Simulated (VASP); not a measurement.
A run of VASP 6.6.1:

File INCAR:

```
SYSTEM = LiBr
PREC = Accurate ; ENCUT = 750
EDIFF = 1E-7 ; ISMEAR = 0
SIGMA = 0.01 ; LREAL = .FALSE.
LASPH = .TRUE. ; NELM = 120
ALGO = Normal ; ISIF = 3
LWAVE = .FALSE. ; LCHARG = .FALSE.
GGA = PS ; IBRION = 2
NSW = 80 ; EDIFFG = -0.001
GGA_COMPAT = .FALSE. ; NELMIN = 4
```

The input KPOINTS:

```
Automatic mesh
0
G
  8 8 8
  0 0 0
```

File POSCAR:

```
LiBr
1.0
    0.0000000000      2.7061663733      2.7061663733
    2.7061663733      0.0000000000      2.7061663733
    2.7061663733      2.7061663733      0.0000000000
Li Br
1 1
Direct
    0.0000000000      0.0000000000      0.0000000000
    0.5000000000      0.5000000000      0.5000000000
```

Potentials or basis: VASP PAW PBE potentials, release 64 (Li_sv, Br).

Command:

```sh
$ cat potpaw_PBE.64/Li_sv/POTCAR potpaw_PBE.64/Br/POTCAR > POTCAR
$ mpirun -np 1 vasp_std > vasp.out
```

Hardware: 1 thread of Intel Xeon 8259CL, with other jobs on the host.

Estimate the wall time of this run.

Wall time 78 s on 1 thread of Intel Xeon 8259CL, on a shared host, peak memory 0.2 GiB. Counts: scf iterations 25, k points 29, ion steps 3.
